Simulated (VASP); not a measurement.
Input of a VASP 6.6.1 run:

Contents of POSCAR:

```
LiF
1.0
    2.5162584446      0.0000000000      0.0000000000
    0.0000000000      2.5162584446      0.0000000000
    0.0000000000      0.0000000000      2.5162584446
Li F
1 1
Direct
    0.0000000000      0.0000000000      0.0000000000
    0.5000000000      0.5000000000      0.5000000000
```

INCAR.step1

```
SYSTEM = LiF
PREC = Accurate
ENCUT = 520
ISMEAR = 0
SIGMA = 0.01
LREAL = .FALSE.
LASPH = .TRUE.
NELM = 80
NBANDS = 12
GGA = PE
ALGO = Normal
EDIFF = 1E-4
LWAVE = .TRUE.
LCHARG = .FALSE.
```

Contents of INCAR.step2:

```
SYSTEM = LiF
PREC = Accurate
ENCUT = 520
EDIFF = 1E-6
ISMEAR = 0
SIGMA = 0.01
LREAL = .FALSE.
LASPH = .TRUE.
NELM = 80
ALGO = Normal
ISIF = 2
LWAVE = .FALSE.
LCHARG = .FALSE.
METAGGA = R2SCAN
LMIXTAU = .TRUE.
NBANDS = 12
ISTART = 1
```

Contents of KPOINTS:

```
Automatic mesh
0
G
  8 8 8
  0 0 0
```

Potentials or basis: VASP PAW PBE potentials, release 64 (Li_sv, F).

Command:

```bash
$ cat potpaw_PBE.64/Li_sv/POTCAR potpaw_PBE.64/F/POTCAR > POTCAR
$ cp INCAR.step1 INCAR
$ mpirun -np 1 vasp_std > vasp.out
$ cp INCAR.step2 INCAR
$ mpirun -np 1 vasp_std > vasp.out
```

Question: Predict the band gap on the k mesh.

Answer: 9.12 eV (least direct gap 9.86 eV).

 A k mesh can miss the band edges.
